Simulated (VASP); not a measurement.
# AlNi in VASP: a series of runs, part 3 of 3

VASP 6.6.1. The steps go on from the part before.

## (4) Single point, PBEsol

This run uses another cell than the first one, of 10.01 Å³/atom, 0.839 times its volume.

INCAR

```
ALGO     = Fast           # electronic algorithm
EDIFF    = 1E-6           # SCF threshold, eV
ENCUT    = 520            # plane-wave cutoff, eV
GGA      = PS             # functional
ISIF     = 2              # what is computed and relaxed
ISMEAR   = 0              # smearing method
LASPH    = T              # aspherical terms in the spheres
LCHARG   = T              # write CHGCAR
LELF     = T              # ELF
LREAL    = F              # projectors in reciprocal space
LVHAR    = T            
LWAVE    = F              # write WAVECAR
NBANDS   = 14             # bands
NELM     = 80             # most SCF steps
PREC     = Accurate       # precision mode
SIGMA    = 0.15           # smearing width, eV
```

KPOINTS

```
k-points
0
Gamma
  16 16 16
```

POSCAR

```
AlNi
1.0
    1.9201739771     -1.9201229512      0.0000000000
    1.9201739771      1.9201229512      0.0000000000
    0.0000000000      0.0000000000      2.7159000000
Al Ni
1 1
Direct
    0.0000000000      0.0000000000      0.0000000000
    0.5000000000      0.5000000000      0.5000000000
```

Potentials or basis: VASP PAW PBE potentials, release 64 (Al, Ni).

Command:

```sh
$ cat potpaw_PBE.64/Al/POTCAR potpaw_PBE.64/Ni/POTCAR > POTCAR
$ mpirun -np 1 vasp_std > vasp.out
```

OUTCAR:

```text
EDIFF = 1E-6
   ENCUT = 520
   GGA = PS
   ISIF = 2
   ISMEAR = 0
   LASPH = T
   LREAL = F
   NELM = 80
   PREC = Accurate

 ion  position               nearest neighbor table
   1  0.000  0.000  0.000-   2 2.35   2 2.35   2 2.35   2 2.35   2 2.35   2 2.35   2 2.35   2 2.35

   2  0.500  0.500  0.500-   1 2.35   1 2.35   1 2.35   1 2.35   1 2.35   1 2.35   1 2.35   1 2.35

  LATTYP: Found a base centered orthorhombic cell.
 ALAT       =     3.8402459024
 B/A-ratio  =     1.0000265743
 C/A-ratio  =     0.7072203367

  Lattice vectors:

 A1 = (  -1.9201739771,  -1.9201229512,   0.0000000000)
 A2 = (   1.9201739771,  -1.9201229512,   0.0000000000)
 A3 = (   0.0000000000,   0.0000000000,   2.7159000000)

Analysis of symmetry for initial positions (statically):
=====================================================================
 Subroutine PRICEL returns:
 Original cell was already a primitive cell.

 Routine SETGRP: Setting up the symmetry group for a
 base centered orthorhombic supercell.

 Subroutine GETGRP returns: Found  8 space group operations
 (whereof  8 operations were pure point group operations)
 out of a pool of  8 trial point group operations.

The static configuration has the point symmetry D_2h.

Analysis of symmetry for dynamics (positions and initial velocities):
=====================================================================
 Subroutine PRICEL returns:
 Original cell was already a primitive cell.

 Routine SETGRP: Setting up the symmetry group for a
 base centered orthorhombic supercell.

 Subroutine GETGRP returns: Found  8 space group operations
 (whereof  8 operations were pure point group operations)
 out of a pool of  8 trial point group operations.

The dynamic configuration has the point symmetry D_2h.

 Subroutine INISYM returns: Found  8 space group operations
 (whereof  8 operations are pure point group operations),
 and found     1 'primitive' translations

----------------------------------------------------------------------------------------

                                     Primitive cell

[... 122 lines left out ...]
 RMM-DIIS sequential band-by-band and
 Gauss-broadening in eV      SIGMA  =   0.15
  energy-cutoff  :      520.00
  volume of cell :       20.03
 maximum number of plane-waves:       554
   NGX = 11   NGY = 11   NGZ = 11

 number of electron      13.0000018 magnetization

 Free energy of the ion-electron system (eV)
  ---------------------------------------------------
  ext. energy  EPLUGINS =         0.00000000
  ---------------------------------------------------
  free energy    TOTEN  =       -11.23195488 eV

  energy without entropy =      -11.22445556  energy(sigma->0) =      -11.22820522

 E-fermi :  12.4301     XC(G=0): -13.0567

 val. band max:       12.3879243129   @ k =   0.5000   0.3750   0.3750
 cond. band min:      12.4425809520   @ k =   0.4375   0.3125   0.5000
 fundamental gap:      0.0546566392
 Fermi energy:        12.4300594596

 k-point     1 :       0.0000    0.0000    0.0000
  band No.  band energies     occupation
      1      -0.0614      2.00000
      2       8.2342      2.00000
      3       8.2344      2.00000
      4      10.4852      2.00000
      5      10.4853      2.00000
      6      10.4858      2.00000
      7      18.7407      0.00000
      8      18.7466      0.00000
      9      18.7468      0.00000
     10      21.1764      0.00000
     11      21.1776      0.00000
     12      29.6176      0.00000
     13      35.4906      0.00000
     14      35.4938      0.00000
[... 377 lines left out ...]
      1       0.1019      2.00000
      2       8.2459      2.00000
      3       8.2661      2.00000
      4      10.4044      2.00000
      5      10.4419      2.00000
      6      10.4584      2.00000
      7      17.7137      0.00000
      8      18.1527      0.00000
      9      18.9553      0.00000
     10      21.6265      0.00000
     11      22.4633      0.00000
     12      30.0925      0.00000
     13      33.5541      0.00000
     14      34.4171      0.00000

 [... further k-points ...]

------------------------ aborting loop because EDIFF is reached ----------------------------------------

  FORCE on cell =-STRESS in cart. coord.  units (eV):
  Direction    XX          YY          ZZ          XY          YZ          ZX
  --------------------------------------------------------------------------------------
  -------------------------------------------------------------------------------------
  Total        4.8080363      4.8093617      4.8057707      0.0000000      0.0000000      0.0000000
  in kB      384.6492887    384.7553195    384.4680354      0.0000000      0.0000000      0.0000000
  external PRESSURE =     384.6242145 kB  Pullay stress =       0.0000000 kB

 VOLUME and BASIS-vectors are now :
 -----------------------------------------------------------------------------
  energy-cutoff  :      520.00
  volume of cell :       20.03
      direct lattice vectors                 reciprocal lattice vectors
     1.920173977 -1.920122951  0.000000000     0.260393072 -0.260399991  0.000000000
     1.920173977  1.920122951  0.000000000     0.260393072  0.260399991  0.000000000
     0.000000000  0.000000000  2.715900000     0.000000000  0.000000000  0.368202069

 POSITION                                       TOTAL-FORCE (eV/Angst)
 -----------------------------------------------------------------------------------
      0.00000      0.00000      0.00000         0.000000      0.000000      0.000000
      1.92017      0.00000      1.35795        -0.000000     -0.000000      0.000000
 -----------------------------------------------------------------------------------
    total drift:                                0.000000      0.000000     -0.000000

  FREE ENERGIE OF THE ION-ELECTRON SYSTEM (eV)
  ---------------------------------------------------
  free  energy   TOTEN  =       -11.2319548782 eV

  energy  without entropy=      -11.2244555614  energy(sigma->0) =      -11.22820522
```

stdout:

```text
POSCAR found type information on POSCAR AlNi
 POSCAR found :  2 types and       2 ions
 scaLAPACK will be used
 -----------------------------------------------------------------------------
|                                                                             |
|                                                                             |
|     You enforced a specific xc type in the INCAR file but a different       |
|     I HOPE YOU KNOW WHAT YOU ARE DOING!                                     |
|                                                                             |
 -----------------------------------------------------------------------------

 LDA part: xc-table for (Slater+PW92), standard interpolation
 POSCAR, INCAR and KPOINTS ok, starting setup
 FFT: planning ... GRIDC
 FFT: planning ... GRID_SOFT
 FFT: planning ... GRID
 WAVECAR not read
 entering main loop
WARNING in EDDRMM: call to ZHEGV failed, returncode =   8  4     13
WARNING in EDDRMM: call to ZHEGV failed, returncode =   8  4     14
```

Wall time 86 s (1 thread of Intel Xeon Platinum 8488C (Sapphire Rapids), shared host); peak memory 0.28 GiB.

Results:

```
Free energy : -11.2320 eV
Pressure    : 38.5 GPa
```

Levels at points of the mesh, in eV from the Fermi level:
| k point | band 4 | band 5 | band 6 | band 7 | band 8 | band 9 | band 10 | band 11 |
| --- | --- | --- | --- | --- | --- | --- | --- | --- |
| (0.00, 0.00, 0.00) | -1.94 | -1.94 | -1.94 | 6.31 | 6.32 | 6.32 | 8.75 | 8.75 |
| (0.50, 0.00, 0.00) | -2.83 | -2.83 | -1.83 | -0.74 | 8.46 | 10.89 | 10.90 | 12.78 |
| (0.50, 0.50, 0.00) | -3.38 | -2.66 | -2.66 | -1.26 | 1.82 | 3.42 | 14.39 | 16.61 |
| (0.00, 0.00, 0.50) | -2.83 | -2.83 | -1.83 | -0.74 | 8.46 | 10.90 | 10.90 | 12.79 |
| (0.50, 0.00, 0.50) | -3.38 | -2.66 | -2.66 | -1.26 | 1.82 | 3.42 | 14.39 | 16.61 |
| (0.50, 0.50, 0.50) | -1.22 | -1.22 | 1.82 | 1.82 | 1.82 | 5.32 | 5.32 | 5.32 |

Caveat: the PAW data sets were made with another functional, which shifts forces and pressure a little.

## (5) The runs side by side

| cell | gap on the mesh (eV) | pressure (GPa) |
| --- | --- | --- |
| a = 2.811, b = 2.811, c = 3.022 Å, 2 atoms | none | -2.5 |
| a = 2.716, b = 2.716, c = 2.639 Å, 2 atoms | none | 48.5 |
| a = 2.716 Å, 2 atoms | none | 38.5 |

Alike in all rows: task single point; level PBEsol; potentials or basis VASP PAW PBE potentials, release 64 (Al, Ni); no spin polarisation; k mesh 16 × 16 × 16; cutoff (eV) 520; smearing gaussian 0.15 eV.

Caveats: the PAW data sets were made with another functional, which shifts forces and pressure a little.

Total energies depend on the potentials used, so only differences within one code and one set of settings carry meaning.
